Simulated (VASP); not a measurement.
# AlRu (P4/mmm) in VASP: single point with PBEsol

Aim: the single point of AlRu with PBEsol.

Program: VASP 6.6.1. These are calculated values, not measurements. Logs are shortened: lines on timing, memory, paths and dates and some standing lists are left out, and cuts for length are marked.

### Step 1. The cell of the first run

The structure is tetragonal, space group P4/mmm (No. 123). Conventional cell: a = 3.081 Å, b = 3.081 Å, c = 3.036 Å, α = 90.00°, β = 90.00°, γ = 90.00°. Al (site symmetry 4/mmm) has 8 Ru at 2.66 Å and 6 Al at 3.04 to 3.08 Å within 3.5 Å. Within 3.5 Å of Ru (site symmetry 4/mmm) lie 8 Al at 2.66 Å and 6 Ru at 3.04 to 3.08 Å.

### Step 2. Single point, PBEsol (strain +0.030 along x and y, +0.015 along z)

INCAR reads:

```
SYSTEM = AlRu
PREC = Accurate ; ENCUT = 520
EDIFF = 1E-6 ; ISMEAR = 0
SIGMA = 0.15 ; LREAL = .False.
LASPH = .True. ; NELM = 60
ALGO = Fast ; ISIF = 2
LWAVE = .False. ; LCHARG = .False.
GGA = PS ; NBANDS = 16
```

KPOINTS reads:

```
regular mesh
0
Gamma
  16 16 16
  0 0 0
```

POSCAR reads:

```
AlRu
1.0
    3.0813480000      0.0000000000      0.0000000000
    0.0000000000      3.0813480000      0.0000000000
    0.0000000000      0.0000000000      3.0364740000
Al Ru
1 1
Direct
    0.0000000000      0.0000000000      0.0000000000
    0.5000000000      0.5000000000      0.5000000000
```

Potentials or basis: VASP PAW PBE potentials, release 64 (Al, Ru_pv).

Command:

```sh
$ cat potpaw_PBE.64/Al/POTCAR potpaw_PBE.64/Ru_pv/POTCAR > POTCAR
$ mpirun -np 1 vasp_std > vasp.out
```

OUTCAR:

```text
SYSTEM = AlRu
   PREC = Accurate
   ENCUT = 520
   EDIFF = 1E-6
   ISMEAR = 0
   LREAL = .False.
   LASPH = .True.
   NELM = 60
   ISIF = 2
   GGA = PS

 ion  position               nearest neighbor table
   1  0.000  0.000  0.000-   2 2.66   2 2.66   2 2.66   2 2.66   2 2.66   2 2.66   2 2.66   2 2.66

   2  0.500  0.500  0.500-   1 2.66   1 2.66   1 2.66   1 2.66   1 2.66   1 2.66   1 2.66   1 2.66

  LATTYP: Found a simple tetragonal cell.
 ALAT       =     3.0813480000
 C/A-ratio  =     0.9854368932

  Lattice vectors:

 A1 = (   3.0813480000,   0.0000000000,   0.0000000000)
 A2 = (   0.0000000000,   3.0813480000,   0.0000000000)
 A3 = (   0.0000000000,   0.0000000000,   3.0364740000)

Analysis of symmetry for initial positions (statically):
=====================================================================
 Subroutine PRICEL returns:
 Original cell was already a primitive cell.

 Routine SETGRP: Setting up the symmetry group for a
 simple tetragonal supercell.

 Subroutine GETGRP returns: Found 16 space group operations
 (whereof 16 operations were pure point group operations)
 out of a pool of 16 trial point group operations.

The static configuration has the point symmetry D_4h.

Analysis of symmetry for dynamics (positions and initial velocities):
=====================================================================
 Subroutine PRICEL returns:
 Original cell was already a primitive cell.

 Routine SETGRP: Setting up the symmetry group for a
 simple tetragonal supercell.

 Subroutine GETGRP returns: Found 16 space group operations
 (whereof 16 operations were pure point group operations)
 out of a pool of 16 trial point group operations.

The dynamic configuration has the point symmetry D_4h.

 Subroutine INISYM returns: Found 16 space group operations
 (whereof 16 operations are pure point group operations),
 and found     1 'primitive' translations

----------------------------------------------------------------------------------------

                                     Primitive cell

  volume of cell :      28.8304

  direct lattice vectors                    reciprocal lattice vectors
     3.081348000  0.000000000  0.000000000     0.324533289  0.000000000  0.000000000
     0.000000000  3.081348000  0.000000000     0.000000000  0.324533289  0.000000000
     0.000000000  0.000000000  3.036474000     0.000000000  0.000000000  0.329329347

  length of vectors
     3.081348000  3.081348000  3.036474000     0.324533289  0.324533289  0.329329347

  position of ions in fractional coordinates (direct lattice)
     0.000000000  0.000000000  0.000000000
     0.500000000  0.500000000  0.500000000

  ion indices of the primitive-cell ions
   primitive index   ion index
                 1           1
                 2           2

----------------------------------------------------------------------------------------

 KPOINTS: regular mesh

Automatic generation of k-mesh.
 Grid dimensions read from file:
 generate k-points for:   16   16   16

 Generating k-lattice:

  Cartesian coordinates                     Fractional coordinates (reciprocal lattice)
     0.020283331  0.000000000  0.000000000     0.062500000  0.000000000  0.000000000
     0.000000000  0.020283331  0.000000000     0.000000000  0.062500000  0.000000000
     0.000000000  0.000000000  0.020583084     0.000000000  0.000000000  0.062500000

  Length of vectors
     0.020283331  0.020283331  0.020583084

  Shift w.r.t. Gamma in fractional coordinates (k-lattice)
     0.000000000  0.000000000  0.000000000

 Subroutine IBZKPT returns following result:
 ===========================================

 Found    405 irreducible k-points:

 Following reciprocal coordinates:
            Coordinates               Weight
  0.000000  0.000000  0.000000      1.000000
  0.062500  0.000000  0.000000      4.000000
  0.125000  0.000000  0.000000      4.000000
  0.187500  0.000000  0.000000      4.000000
  0.250000  0.000000  0.000000      4.000000
  0.312500  0.000000  0.000000      4.000000
[... 16 lines left out ...]
  0.437500  0.125000  0.000000      8.000000
  0.500000  0.125000  0.000000      4.000000
 [... further k-points ...]
   k-points           NKPTS =    405   k-points in BZ     NKDIM =    405   number of bands    NBANDS=     16
   number of dos      NEDOS =    301   number of ions     NIONS =      2
   total plane-waves  NPLWV =  13824
   dimension x,y,z NGX =    24 NGY =   24 NGZ =   24
   dimension x,y,z NGXF=    48 NGYF=   48 NGZF=   48
   ions per type =               1   1
   NGX,Y,Z   is equivalent  to a cutoff of  12.95, 12.95, 13.14 a.u.
   NGXF,Y,Z  is equivalent  to a cutoff of  25.90, 25.90, 26.28 a.u.
 SYSTEM =  AlRu
   PREC   = accura    normal or accurate (medium, high low for compatibility)
   ISTART =      0    job   : 0-new  1-cont  2-samecut
   ICHARG =      2    charge: 1-file 2-atom 10-const
   ISPIN  =      1    spin polarized calculation?
   LNONCOLLINEAR =      F non collinear calculations
   LSORBIT =      F    spin-orbit coupling
   LASPH  =      T    aspherical Exc in radial PAW
   ENCUT  =  520.0 eV  38.22 Ry    6.18 a.u.   5.73  5.73  5.65*2*pi/ulx,y,z
   NELM   =     60;   NELMIN=  2; NELMDL= -5     # of ELM steps
   EDIFF  = 0.1E-05   stopping-criterion for ELM
   LREAL  =      F    real-space projection
   EDIFFG = 0.1E-04   stopping-criterion for IOM
   NSW    =      0    number of steps for IOM
   IBRION =     -1    ionic relax: 0-MD 1-quasi-New 2-CG
   NFREE  =      0    steps in history (QN), initial steepest desc. (CG)
   ISIF   =      2    stress and relaxation
   ISYM   =      2    0-nonsym 1-usesym 2-fastsym
   POTIM  = 0.5000    time-step for ionic-motion
   TEBEG  =    0.0;   TEEND  =   0.0 temperature during run
   PSTRESS=    0.0 pullay stress
   NELECT =      17.0000    total number of electrons
   NUPDOWN=      -1.0000    fix difference up-down
   EMIN   =  10.00;   EMAX   =-10.00  energy-range for DOS
   EFERMI =   0.00;   METHOD = LEGACY
   ISMEAR =     0;   SIGMA  =   0.15  broadening in eV -4-tet -1-fermi 0-gaus
   EFERMI_NEDOS =   21; number of points for ismear=-14 and -15
   IALGO  =     68    algorithm
   IMIX   =      4    mixing-type and parameters
     AMIX     =   0.40;   BMIX     =  1.00
     AMIX_MAG =   1.60;   BMIX_MAG =  1.00
  volume/ion in A,a.u.               =      14.42        97.28
  Fermi-wavevector in a.u.,A,eV,Ry     =   1.372801  2.594217 25.641287  1.884581
  Thomas-Fermi vector in A             =   2.498375
   LORBIT       =      0    0 simple, 1 ext, 2 COOP (PROOUT), +10 PAW based schemes
   GGA     = PS    functional components
   LHFCALC =     F    Hartree Fock is set to
   AEXX    =    0.0000 exact exchange contribution
   IVDW    =     0    specifies the selected vdW correction
   LEPSILON=     F    determine dielectric tensor
   LRPA    =     F    only Hartree local field effects (RPA)
 non-spin polarized calculation
 RMM-DIIS sequential band-by-band and
 Gauss-broadening in eV      SIGMA  =   0.15
  energy-cutoff  :      520.00
  volume of cell :       28.83
 maximum number of plane-waves:       796
 NGX is ok and might be reduce to    24
   NGX = 11   NGY = 11   NGZ = 11

 number of electron      17.0000006 magnetization

 Free energy of the ion-electron system (eV)
  ---------------------------------------------------
  ext. energy  EPLUGINS =         0.00000000
  ---------------------------------------------------
  free energy    TOTEN  =       -15.39302564 eV

  energy without entropy =      -15.37198638  energy(sigma->0) =      -15.38250601

 E-fermi :   9.6062     XC(G=0): -12.3106

 val. band max:        9.6058493296   @ k =   0.1250   0.1250   0.0000
 cond. band min:       9.6062926655   @ k =   0.2500   0.0000   0.1250
 fundamental gap:      0.0004433359
 Fermi energy:         9.6061807211

 k-point     1 :       0.0000    0.0000    0.0000
  band No.  band energies     occupation
      1     -32.1069      2.00000
      2     -32.1069      2.00000
      3     -32.0928      2.00000
      4       0.3344      2.00000
      5       6.3783      2.00000
      6       6.3819      2.00000
[... 8 lines left out ...]
     15      21.6069      0.00000
     16      23.3140      0.00000

 k-point     2 :       0.0625    0.0000    0.0000
  band No.  band energies     occupation
      1     -32.1127      2.00000
      2     -32.1064      2.00000
      3     -32.0924      2.00000
      4       0.4043      2.00000
      5       6.3987      2.00000
      6       6.4045      2.00000
[... 8 lines left out ...]
     15      21.6077      0.00000
     16      23.5340      0.00000

 k-point     3 :       0.1250    0.0000    0.0000
  band No.  band energies     occupation
      1     -32.1292      2.00000
      2     -32.1050      2.00000
      3     -32.0910      2.00000
      4       0.6120      2.00000
      5       6.4418      2.00000
      6       6.4720      2.00000
[... 8 lines left out ...]
     15      21.6106      0.00000
     16      24.2573      0.00000

 k-point     4 :       0.1875    0.0000    0.0000
  band No.  band energies     occupation
      1     -32.1538      2.00000
      2     -32.1029      2.00000
      3     -32.0889      2.00000
      4       0.9513      2.00000
      5       6.4590      2.00000
      6       6.5765      2.00000
[... 8 lines left out ...]
     15      21.6212      0.00000
     16      25.4956      0.00000
[... 324 lines left out ...]
 k-point    22 :       0.3750    0.1250    0.0000
  band No.  band energies     occupation
      1     -32.2334      2.00000
      2     -32.1176      2.00000
      3     -32.0803      2.00000
      4       2.8455      2.00000
      5       5.6516      2.00000
      6       7.0739      2.00000
[... 8 lines left out ...]
     15      23.1663      0.00000
     16      23.4985      0.00000

 k-point    23 :       0.4375    0.1250    0.0000
  band No.  band energies     occupation
      1     -32.2495      2.00000
      2     -32.1161      2.00000
      3     -32.0789      2.00000
      4       3.5395      2.00000
      5       5.0018      2.00000
      6       7.1760      2.00000
[... 8 lines left out ...]
     15      22.1690      0.00000
     16      23.7330      0.00000

 k-point    24 :       0.5000    0.1250    0.0000
  band No.  band energies     occupation
      1     -32.2552      2.00000
      2     -32.1156      2.00000
      3     -32.0784      2.00000
      4       4.1760      2.00000
      5       4.3748      2.00000
      6       7.2154      2.00000
[... 8 lines left out ...]
     15      21.3131      0.00000
     16      23.8211      0.00000

 [... further k-points ...]

------------------------ aborting loop because EDIFF is reached ----------------------------------------

  FORCE on cell =-STRESS in cart. coord.  units (eV):
  Direction    XX          YY          ZZ          XY          YZ          ZX
  --------------------------------------------------------------------------------------
  -------------------------------------------------------------------------------------
  Total       -3.0063815     -3.0063815     -2.6406423      0.0000000      0.0000000      0.0000000
  in kB     -167.0719771   -167.0719771   -146.7469538      0.0000000      0.0000000      0.0000000
  external PRESSURE =    -160.2969693 kB  Pullay stress =       0.0000000 kB

 VOLUME and BASIS-vectors are now :
 -----------------------------------------------------------------------------
  energy-cutoff  :      520.00
  volume of cell :       28.83
      direct lattice vectors                 reciprocal lattice vectors
     3.081348000  0.000000000  0.000000000     0.324533289  0.000000000  0.000000000
     0.000000000  3.081348000  0.000000000     0.000000000  0.324533289  0.000000000
     0.000000000  0.000000000  3.036474000     0.000000000  0.000000000  0.329329347

 POSITION                                       TOTAL-FORCE (eV/Angst)
 -----------------------------------------------------------------------------------
      0.00000      0.00000      0.00000         0.000000      0.000000      0.000000
      1.54067      1.54067      1.51824         0.000000      0.000000      0.000000
 -----------------------------------------------------------------------------------
    total drift:                                0.000000     -0.000000     -0.000000

  FREE ENERGIE OF THE ION-ELECTRON SYSTEM (eV)
  ---------------------------------------------------
  free  energy   TOTEN  =       -15.3930256402 eV

  energy  without entropy=      -15.3719863839  energy(sigma->0) =      -15.38250601
```

Wall time 2.3 min (1 thread of Intel Xeon 8259CL, shared host); peak memory 0.28 GiB.

What came out:

```
Free energy            : -15.3930 eV
Pressure               : -16.0 GPa
Band gap on the k mesh : zero (an odd number of electrons rules out a gap without spin polarisation)
```

Stress tensor (GPa, compression positive):
```
-16.71   0.00   0.00
  0.00 -16.71   0.00
  0.00   0.00 -14.67
```

Caveat: the cell differs from its parent crystal (strain +0.030 along x and y, +0.015 along z); the cell stands under tension; the PAW data sets were made with another functional, which shifts forces and pressure a little.
